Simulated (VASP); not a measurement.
# Al in VASP: further runs, part 2 of 2

VASP 6.6.1. The steps go on from the part before.

## (3) Single point, PBEsol+D3(BJ) (uniaxial strain along a: +2.0 %, then relaxed in part)

INCAR reads:

```
SYSTEM = Al
ALGO     = Fast           ! electronic algorithm
EDIFF    = 1E-7           ! SCF threshold, eV
ENCUT    = 520            ! plane-wave cutoff, eV
GGA      = PS             ! functional
ISIF     = 2              ! what is computed and relaxed
ISMEAR   = 0              ! smearing method
IVDW     = 12             ! dispersion correction
LASPH    = .True.         ! aspherical terms in the spheres
LCHARG   = .False.        ! write CHGCAR
LREAL    = .False.        ! projectors in reciprocal space
LWAVE    = .False.        ! write WAVECAR
NBANDS   = 10             ! bands
NELM     = 60             ! most SCF steps
PREC     = Accurate       ! precision mode
SIGMA    = 0.1            ! smearing width, eV
```

KPOINTS reads:

```
k-points
0
Gamma
  24 24 12
  0 0 0
```

POSCAR reads:

```
Al
1.0
    2.8460642953     -0.0006592159      0.0000000000
   -1.4235890527      2.4065655935      0.0000000000
    0.0000000000      0.0000000000      4.6070801848
Al
2
Direct
    0.6675517614      0.3351539091      0.7500000000
    0.3324482386      0.6648460909      0.2500000000
```

Potentials or basis: VASP PAW PBE potentials, release 64 (Al).

On the command line:

```sh
$ cat potpaw_PBE.64/Al/POTCAR > POTCAR
$ mpirun -np 1 vasp_std > vasp.out
```

OUTCAR:

```text
SYSTEM = Al
   EDIFF = 1E-7
   ENCUT = 520
   GGA = PS
   ISIF = 2
   ISMEAR = 0
   IVDW = 12
   LASPH = .True.
   LREAL = .False.
   NELM = 60
   PREC = Accurate
 IVDW          = 12

 ion  position               nearest neighbor table
   1  0.668  0.335  0.750-   2 2.81   2 2.81   2 2.82   2 2.82   2 2.82   2 2.82
   2  0.332  0.665  0.250-   1 2.81   1 2.81   1 2.82   1 2.82   1 2.82   1 2.82

  Warning from LATTYP: Monoclinic adjustment (A1->A3, A2->A1, A3->A2)!
  Warning from LATTYP: Got some problem with cell dimensions!
  Tried to take original basis but could not verify dimensions!
  LATTYP: Found a simple monoclinic cell.
 ALAT       =     2.7949635621
 B/A-ratio  =     1.6483507146
 C/A-ratio  =     1.0004058686
 COS(beta)  =    -0.4817601069

  Lattice vectors:

 A1 = (   1.4224752426,   2.4059063776,   0.0000000000)
 A2 = (   0.0000000000,   0.0000000000,   4.6070801848)
 A3 = (   1.4235890527,  -2.4065655935,   0.0000000000)

Analysis of symmetry for initial positions (statically):
=====================================================================
 Subroutine PRICEL returns:
 Original cell was already a primitive cell.

 Routine SETGRP: Setting up the symmetry group for a
 simple monoclinic supercell.

 Subroutine GETGRP returns: Found  4 space group operations
 (whereof  2 operations were pure point group operations)
 out of a pool of  4 trial point group operations.

The static configuration has the point symmetry S_2 .
 The point group associated with its full space group is C_2h.

Analysis of symmetry for dynamics (positions and initial velocities):
=====================================================================
 Subroutine PRICEL returns:
 Original cell was already a primitive cell.

 Routine SETGRP: Setting up the symmetry group for a
 simple monoclinic supercell.

 Subroutine GETGRP returns: Found  4 space group operations
 (whereof  2 operations were pure point group operations)
 out of a pool of  4 trial point group operations.

The dynamic configuration has the point symmetry S_2 .
 The point group associated with its full space group is C_2h.

 Subroutine INISYM returns: Found  4 space group operations
[... 127 lines left out ...]
   LRPA    =     F    only Hartree local field effects (RPA)
 non-spin polarized calculation
 RMM-DIIS sequential band-by-band and
 Gauss-broadening in eV      SIGMA  =   0.10
  energy-cutoff  :      520.00
  volume of cell :       31.55
 maximum number of plane-waves:       865
 NGX is ok and might be reduce to    24
   NGX = 11   NGY = 11   NGZ = 17

 number of electron       6.0000000 magnetization

 Free energy of the ion-electron system (eV)
  ---------------------------------------------------
  ext. energy  EPLUGINS =         0.00000000
  ---------------------------------------------------
  free energy    TOTEN  =        -8.11026130 eV

  energy without entropy =       -8.10630758  energy(sigma->0) =       -8.10828444

 E-fermi :   8.4205     XC(G=0): -10.4228

 val. band max:        8.4197439010   @ k =   0.2083   0.3333   0.2500
 cond. band min:       8.4205538502   @ k =  -0.0833   0.3750   0.0000
 fundamental gap:      0.0008099492
 Fermi energy:         8.4204923070

 k-point     1 :       0.0000    0.0000    0.0000
  band No.  band energies     occupation
      1      -3.0208      2.00000
      2       3.6355      2.00000
      3       3.9426      2.00000
      4      19.1332      0.00000
      5      19.3473      0.00000
      6      19.6327      0.00000
      7      19.9910      0.00000
      8      20.7424      0.00000
      9      22.9569      0.00000
     10      23.1945      0.00000
[... 287 lines left out ...]
 k-point    24 :       0.4167    0.0417    0.0000
  band No.  band energies     occupation
      1       1.6614      2.00000
      2       4.5422      2.00000
      3       8.0139      2.00000
      4       8.5996      0.01130
      5      10.9714      0.00000
      6      11.3192      0.00000
      7      13.9308      0.00000
      8      17.0690      0.00000
      9      19.7716      0.00000
     10      20.0065      0.00000

 [... further k-points ...]

------------------------ aborting loop because EDIFF is reached ----------------------------------------

 Edisp (eV)   -0.66469

 E8    (eV) :    -0.4477

  FORCE on cell =-STRESS in cart. coord.  units (eV):
  Direction    XX          YY          ZZ          XY          YZ          ZX
  --------------------------------------------------------------------------------------
  -------------------------------------------------------------------------------------
  Total      -0.31767     0.01877     0.01361     0.00484     0.00000     0.00000
  in kB     -16.13186     0.95339     0.69106     0.24583     0.00000     0.00000
  external pressure =       -4.83 kB  Pullay stress =        0.00 kB

 VOLUME and BASIS-vectors are now :
 -----------------------------------------------------------------------------
  energy-cutoff  :      520.00
  volume of cell :       31.55
      direct lattice vectors                 reciprocal lattice vectors
     2.846064295 -0.000659216  0.000000000     0.351410555  0.207874749  0.000000000
    -1.423589053  2.406565593  0.000000000     0.000096260  0.415586858  0.000000000
     0.000000000  0.000000000  4.607080185     0.000000000  0.000000000  0.217057216

 POSITION                                       TOTAL-FORCE (eV/Angst)
 -----------------------------------------------------------------------------------
      1.42277      0.80613      3.45531        -0.000002      0.000038      0.000000
     -0.00030      1.59978      1.15177         0.000002     -0.000038      0.000000
 -----------------------------------------------------------------------------------
    total drift:                               -0.000000      0.000000      0.000000

  FREE ENERGIE OF THE ION-ELECTRON SYSTEM (eV)
  ---------------------------------------------------
  free  energy   TOTEN  =        -8.7749502313 eV

  energy  without entropy=       -8.7709965193  energy(sigma->0) =       -8.77297338
```

stdout:

```text
POSCAR found type information on POSCAR Al
 POSCAR found :  1 types and       2 ions
 scaLAPACK will be used
 -----------------------------------------------------------------------------
|                                                                             |
|                                                                             |
|     You enforced a specific xc type in the INCAR file but a different       |
|     I HOPE YOU KNOW WHAT YOU ARE DOING!                                     |
|                                                                             |
 -----------------------------------------------------------------------------

 LDA part: xc-table for (Slater+PW92), standard interpolation
 POSCAR, INCAR and KPOINTS ok, starting setup
 FFT: planning ... GRIDC
 FFT: planning ... GRID_SOFT
 FFT: planning ... GRID
 WAVECAR not read
 entering main loop
```

Run time: 7.3 min. Hardware: 1 thread of Intel Xeon Platinum 8259CL at 2.50GHz (Skylake/Cascade Lake), shared host; peak memory 0.59 GiB.

Results:

```yaml
Free_energy: -8.7750 eV
Pressure: -0.5 GPa
Band_gap_on_the_k_mesh: zero (band 3 reaches 12.72 eV, above the bottom of band 4 at 5.07 eV)
Dispersion_energy_per_atom: -0.332 eV
```

Stress tensor (GPa, compression positive):
```
-1.61  0.02  0.00
 0.02  0.10  0.00
 0.00  0.00  0.07
```

Caveat: the cell differs from its parent crystal (uniaxial strain along a: +2.0 %, then relaxed in part); the PAW data sets were made with another functional, which shifts forces and pressure a little; pairwise dispersion overbinds metals, which lowers pressure and volume.

## (4) Single point, PBEsol+D3(BJ) (uniaxial strain along a: -3.0 %, then relaxed in part)

INCAR reads:

```
  PREC = Accurate
  ENCUT = 520
  EDIFF = 1E-6
  ISMEAR = 0
  SIGMA = 0.1
  LREAL = F
  LASPH = T
  NELM = 80
  ALGO = Fast
  ISIF = 2
  LWAVE = F
  LCHARG = F
  GGA = PS
  IVDW = 12
  NBANDS = 10
```

KPOINTS reads:

```
regular mesh
0
Gamma
  24 24 12
```

POSCAR reads:

```
Al
1.0
    2.7065431938     -0.0066698622      0.0000000000
   -1.3592711764      2.4595985990      0.0000000000
    0.0000000000      0.0000000000      4.6463146090
Al
2
Direct
    0.6650394466      0.3308757257      0.7500000000
    0.3349605534      0.6691242743      0.2500000000
```

On the command line:

```sh
$ cat potpaw_PBE.64/Al/POTCAR > POTCAR
$ mpirun -np 1 vasp_std > vasp.out
```

It took 12 min on 1 thread of Oxide Virtual Turin-like, shared host; peak memory 0.55 GiB.

The run converged. Its results:

| Quantity | Value |
| --- | --- |
| Free energy | -8.7633 eV |
| Pressure | 1.6 GPa |
| Band gap on the k mesh | zero (band 3 reaches 12.77 eV, above the bottom of band 4 at 5.08 eV) |
| Dispersion energy per atom | -0.340 eV |

Stress tensor (GPa, compression positive):
```
4.61 0.16 0.00
0.16 0.19 0.00
0.00 0.00 0.07
```

Levels at points of the mesh, in eV from the Fermi level:
```csv
k point,band 1,band 2,band 3,band 4,band 5,band 6,band 7,band 8
"(0.00, 0.00, 0.00)",-11.60,-5.01,-4.81,10.81,10.92,12.11,12.21,12.39
"(0.50, 0.00, 0.00)",-5.18,-5.16,0.79,1.15,1.49,1.96,5.72,7.62
"(0.00, 0.50, 0.00)",-5.71,-5.52,0.26,0.78,1.16,1.39,7.17,8.71
"(0.50, 0.50, 0.00)",-5.23,-5.22,0.73,1.10,1.45,1.89,5.89,7.74
"(0.00, 0.00, 0.50)",-9.90,-9.90,3.06,3.06,11.86,11.86,12.90,12.90
"(0.50, 0.00, 0.50)",-3.96,-3.96,-3.03,-3.03,7.16,7.16,7.54,7.54
"(0.00, 0.50, 0.50)",-4.32,-4.32,-3.58,-3.58,7.81,7.81,8.56,8.56
"(0.50, 0.50, 0.50)",-4.00,-4.00,-3.09,-3.09,7.31,7.31,7.59,7.59
```

Caveat: the cell differs from its parent crystal (uniaxial strain along a: -3.0 %, then relaxed in part); the PAW data sets were made with another functional, which shifts forces and pressure a little; pairwise dispersion overbinds metals, which lowers pressure and volume.

## (5) Single point, PBEsol+D3(BJ) (uniaxial strain along a: -2.0 %, then relaxed in part)

INCAR reads:

```
SYSTEM = Al
ALGO = Fast
EDIFF = 1E-6
ENCUT = 520
GGA = PS
ISIF = 2
ISMEAR = 0
IVDW = 12
LASPH = .True.
LCHARG = .True.
LELF = .True.
LREAL = .False.
LVHAR = .True.
LWAVE = .False.
NBANDS = 10
NELM = 100
PREC = Accurate
SIGMA = 0.1
```

KPOINTS reads:

```
k-points
0
Gamma
  24 24 12
  0 0 0
```

POSCAR reads:

```
Al
1.0
    2.7344505533     -0.0043442063      0.0000000000
   -1.3710834439      2.4444436645      0.0000000000
    0.0000000000      0.0000000000      4.6419322275
Al
2
Direct
    0.6655777550      0.3315433315      0.7500000000
    0.3344222450      0.6684566685      0.2500000000
```

On the command line:

```sh
$ cat potpaw_PBE.64/Al/POTCAR > POTCAR
$ mpirun -np 1 vasp_std > vasp.out
```

Wall time 13 min (1 thread of Oxide Virtual Turin-like, shared host); peak memory 0.55 GiB.

Results (log left out):

| Item | Value |
| --- | --- |
| Free energy | -8.7708 eV |
| Pressure | 1.2 GPa |
| Band gap on the k mesh | zero (band 3 reaches 12.75 eV, above the bottom of band 4 at 5.15 eV) |
| Dispersion energy per atom | -0.338 eV |

Stress tensor (GPa, compression positive):
```
3.25 0.10 0.00
0.10 0.14 0.00
0.00 0.00 0.08
```

Levels at points of the mesh, in eV from the Fermi level:
| k point | band 1 | band 2 | band 3 | band 4 | band 5 | band 6 | band 7 | band 8 |
| --- | --- | --- | --- | --- | --- | --- | --- | --- |
| (0.00, 0.00, 0.00) | -11.57 | -4.98 | -4.76 | 11.01 | 11.13 | 11.86 | 12.08 | 12.13 |
| (0.50, 0.00, 0.00) | -5.24 | -5.22 | 0.72 | 1.12 | 1.45 | 1.89 | 5.84 | 7.69 |
| (0.00, 0.50, 0.00) | -5.60 | -5.45 | 0.37 | 0.89 | 1.24 | 1.52 | 6.79 | 8.41 |
| (0.50, 0.50, 0.00) | -5.28 | -5.25 | 0.68 | 1.09 | 1.43 | 1.85 | 5.94 | 7.77 |
| (0.00, 0.00, 0.50) | -9.87 | -9.87 | 3.12 | 3.12 | 12.04 | 12.04 | 12.91 | 12.91 |
| (0.50, 0.00, 0.50) | -4.00 | -4.00 | -3.10 | -3.10 | 7.28 | 7.28 | 7.58 | 7.58 |
| (0.00, 0.50, 0.50) | -4.23 | -4.23 | -3.47 | -3.47 | 7.78 | 7.78 | 8.22 | 8.22 |
| (0.50, 0.50, 0.50) | -4.02 | -4.02 | -3.15 | -3.15 | 7.38 | 7.38 | 7.62 | 7.62 |

Caveat: the cell differs from its parent crystal (uniaxial strain along a: -2.0 %, then relaxed in part); the PAW data sets were made with another functional, which shifts forces and pressure a little; pairwise dispersion overbinds metals, which lowers pressure and volume.

## (6) Single point, PBEsol+D3(BJ) (uniaxial strain along a: -2.0 %)

INCAR reads:

```
  ALGO = Fast
  EDIFF = 1E-6
  ENCUT = 520
  GGA = PS
  ISIF = 2
  ISMEAR = 0
  IVDW = 12
  LASPH = T
  LCHARG = F
  LREAL = F
  LWAVE = F
  NBANDS = 10
  NELM = 60
  PREC = Accurate
  SIGMA = 0.1
```

KPOINTS reads:

```
k-points
0
Gamma
  24 24 12
```

POSCAR reads:

```
Al
1.0
    2.7344540041      0.0000000000      0.0000000000
   -1.3672270020      2.4285175165      0.0000000000
    0.0000000000      0.0000000000      4.6711572579
Al
2
Direct
    0.6660684266      0.3322938346      0.7500000000
    0.3339315734      0.6677061654      0.2500000000
```

Potentials or basis: VASP PAW PBE potentials, release 64 (Al).

On the command line:

```sh
$ cat potpaw_PBE.64/Al/POTCAR > POTCAR
$ mpirun -np 1 vasp_std > vasp.out
```

Wall time 13 min (1 thread of Oxide Virtual Turin-like, shared host); peak memory 0.55 GiB.

It converged, with:

| Item | Value |
| --- | --- |
| Free energy | -8.7700 eV |
| Pressure | 1.2 GPa |
| Band gap on the k mesh | zero (band 3 reaches 12.62 eV, above the bottom of band 4 at 5.20 eV) |
| Dispersion energy per atom | -0.338 eV |

Forces in eV/Å, atoms in the order of the input:
```
Al   0.001 -0.003  0.000
Al  -0.001  0.003  0.000
```

Stress tensor (GPa, compression positive):
```
 3.55  0.00  0.00
 0.00  0.62  0.00
 0.00  0.00 -0.71
```

Levels at points of the mesh, in eV from the Fermi level:
```tsv
k point	band 1	band 2	band 3	band 4	band 5	band 6	band 7
(0.00, 0.00, 0.00)	-11.58	-5.03	-4.88	11.23	11.33	11.94	11.97
(0.50, 0.00, 0.00)	-5.25	-5.23	0.67	1.00	1.41	1.78	6.05
(0.50, 0.50, 0.00)	-5.25	-5.23	0.67	1.01	1.41	1.78	6.05
(0.00, 0.50, 0.00)	-5.52	-5.40	0.40	0.82	1.24	1.50	6.78
(0.00, 0.00, 0.50)	-9.89	-9.89	2.94	2.94	12.22	12.22	12.94
(0.50, 0.00, 0.50)	-4.02	-4.02	-3.13	-3.13	7.47	7.47	7.59
(0.50, 0.50, 0.50)	-4.02	-4.02	-3.13	-3.13	7.47	7.47	7.59
(0.00, 0.50, 0.50)	-4.20	-4.20	-3.42	-3.42	7.72	7.72	8.20
```

Caveat: the cell differs from its parent crystal (uniaxial strain along a: -2.0 %); the PAW data sets were made with another functional, which shifts forces and pressure a little; pairwise dispersion overbinds metals, which lowers pressure and volume.

## (7) The runs side by side

```csv
cell,further INCAR settings,gap on the mesh (eV),pressure (GPa)
"a = 2.818, b = 2.800, c = 4.620 Å, angles 90.0, 90.0, 120.3°, 2 atoms",ALGO = Fast; EDIFF = 1e-07; NBANDS = 10,none,-0.3
"a = 2.846, b = 2.796, c = 4.607 Å, angles 90.0, 90.0, 120.6°, 2 atoms",ALGO = Fast; EDIFF = 1e-07; NBANDS = 10,none,-0.5
"a = 2.707, b = 2.810, c = 4.646 Å, angles 90.0, 90.0, 119.1°, 2 atoms",ALGO = Fast; EDIFF = 1e-06; NBANDS = 10,none,1.6
"a = 2.734, b = 2.803, c = 4.642 Å, angles 90.0, 90.0, 119.4°, 2 atoms",ALGO = Fast; EDIFF = 1e-06; NBANDS = 10,none,1.2
"a = 2.734, b = 2.787, c = 4.671 Å, angles 90.0, 90.0, 119.4°, 2 atoms",ALGO = Fast; EDIFF = 1e-06; NBANDS = 10,none,1.2
```

Alike in all rows: task single point; level PBEsol+D3(BJ); potentials or basis VASP PAW PBE potentials, release 64 (Al); no spin polarisation; k mesh 24 × 24 × 12; cutoff (eV) 520; smearing gaussian 0.1 eV.

Caveats: the PAW data sets were made with another functional, which shifts forces and pressure a little; pairwise dispersion overbinds metals, which lowers pressure and volume.

Absolute energies hang on the potentials; compare differences alone.
